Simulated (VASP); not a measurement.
## PbO: electric field gradients with LDA

The system is PbO.

```
CELL_PARAMETERS angstrom
4.00072 0.00000 0.00000
0.00000 4.00072 0.00000
0.00000 0.00000 5.05526
ATOMIC_POSITIONS crystal
Pb 0.00000 0.50000 0.23510
Pb 0.50000 0.00000 0.76490
O 0.00000 0.00000 0.00000
O 0.50000 0.50000 0.00000
```

This cell differs from its parent crystal: volume scaled by 1.02.

```json
{
 "Program": "VASP 6.6.1",
 "Task": "electric field gradients",
 "Functional": "LDA",
 "Potentials or basis": "VASP PAW LDA potentials, release 64 (Pb_d, O)",
 "Cutoff": "520 eV",
 "k mesh": "7 × 7 × 6",
 "Occupations": "fermi-dirac, width 0.03 eV",
 "Spin": "no spin polarisation",
 "Dipole correction": "no",
 "Further INCAR settings": "ALGO = Normal; EDIFF = 1e-08; NBANDS = 28"
}
```

```
Pressure               : -3.2 GPa
Largest force          : 0.358 eV/Å
Band gap on the k mesh : 1.47 eV, indirect (least direct gap 2.19 eV)
```

Forces on the atoms (eV/Å):
```
Pb   0.000  0.000 -0.358
Pb   0.000  0.000  0.358
O    0.000  0.000  0.000
O    0.000  0.000  0.000
```

Stress tensor (GPa, compression positive):
```
-3.44  0.00  0.00
 0.00 -3.44  0.00
 0.00  0.00 -2.68
```

Levels at points of the mesh, in eV from the valence-band top:
```
           k point  band 17  band 18  band 19  band 20  band 21  band 22  band 23  band 24
(0.00, 0.00, 0.00)    -1.64    -1.62    -1.62    -0.01     2.26     5.26     5.59     5.59
(0.00, 0.00, 0.50)    -1.68    -1.65    -1.65    -0.87     1.80     3.96     3.96     4.19
```

Electric field gradients, principal values (V/Å²):
```tsv
atom	least	middle	greatest (by size)
1 Pb	109.442	109.442	-218.884
2 Pb	109.442	109.442	-218.884
3 O	1.351	1.351	-2.703
4 O	1.351	1.351	-2.703
```

Wall time 110 s on 1 thread of AMD EPYC 7R43 64-Core Processor (Zen 3), with other jobs on the host, peak memory 0.17 GiB.

Caveat: without QUAD_EFG the Cq values of the log hold for a quadrupole moment of 1 mb, not for the nuclei; spin-orbit coupling is left out, which moves the levels of the heavy elements. A k mesh can miss the band edges.
